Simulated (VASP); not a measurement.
Runs of VASP 6.6.1 on CaO. The structure is that of space group P-6m2 (No. 187), or close to it. The cells are those of the table. 

```tsv
task	cell	k mesh	cutoff (eV)	smearing	gap on the mesh (eV)	pressure (GPa)	relaxed volume (Å³/atom)
single point	a = 3.157, b = 3.157, c = 3.074 Å, angles 90.0, 90.0, 120.0°, 2 atoms	6 × 6 × 6	520	gaussian 0.1 eV	3.42	(b)	-
single point	a = 3.296, b = 3.296, c = 2.999 Å, angles 90.0, 90.0, 120.0°, 2 atoms	6 × 6 × 6	520	gaussian 0.1 eV	3.32	0.8	-
relaxation of cell and atoms	relaxed from a = 3.157, b = 3.157, c = 3.074 Å, angles 90.0, 90.0, 120.0°, 2 atoms	6 × 6 × 6	600	gaussian 0.1 eV	(a)	-0.2	14.25
single point	a = 3.300, b = 3.300, c = 2.999 Å, angles 90.0, 90.0, 120.0°, 2 atoms	12 × 12 × 8	520	gaussian 0.02 eV	3.32	0.5	-
relaxation of cell and atoms	relaxed from a = 3.296, b = 3.296, c = 2.999 Å, angles 90.0, 90.0, 120.0°, 2 atoms	12 × 12 × 8	600	gaussian 0.02 eV	3.31	0.0	14.21
```

Alike in all rows: level PBE; potentials or basis VASP PAW PBE potentials, release 64 (Ca_sv, O); no spin polarisation.

Fill in the values left out.

(a) 3.30; (b) 6.7.

A k mesh can miss the band edges.
